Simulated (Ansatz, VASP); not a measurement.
GdO: VASP beside Ansatz

```xyz
2
Lattice="0.0000 2.6859 2.6859 2.6859 0.0000 2.6859 2.6859 2.6859 0.0000" Properties=species:S:1:pos:R:3 pbc="T T T"
Gd    0.0000    0.0000    0.0000
O     1.3429    1.3429    1.3429
```

Alike in both runs: task single point; functional PBE; dispersion D4; k mesh 8 × 8 × 8; occupations gaussian, width 0.05 eV; collinear spin; Hubbard terms Gd f U = 6.0 eV.

```csv
,VASP,Ansatz
version,VASP 6.6.1,Ansatz 0.2.0
potentials or method,"VASP PAW PBE potentials, release 64 (Gd, O), cutoff 520 eV","scalar-relativistic, plane waves, PAW"
valence electrons in the cell,24,24
```

VASP gave:

```
gap on the k mesh at the Fermi level (eV)                     : none
pressure (GPa)                                                : -0.8
net moment per atom (μB)                                      : 3.97
size of the moment on the site where the two differ most (μB) : 7.07
```

Task: What did Ansatz give for the same quantities?

Result: gap on the k mesh at the Fermi level (eV): none; pressure (GPa): -0.8; net moment per atom (μB): 3.97; size of the moment on the site where the two differ most (μB): 7.01.

Site moments also hang on the region over which each program counts them. The programs project onto different local orbitals, so the same U acts differently, and such runs can settle in different states. A gap of «none» marks a metal or a gap that the smearing closes. Ansatz's warnings: filled band counts differ across k points, stability check not made.

Neither program's run includes spin-orbit coupling.
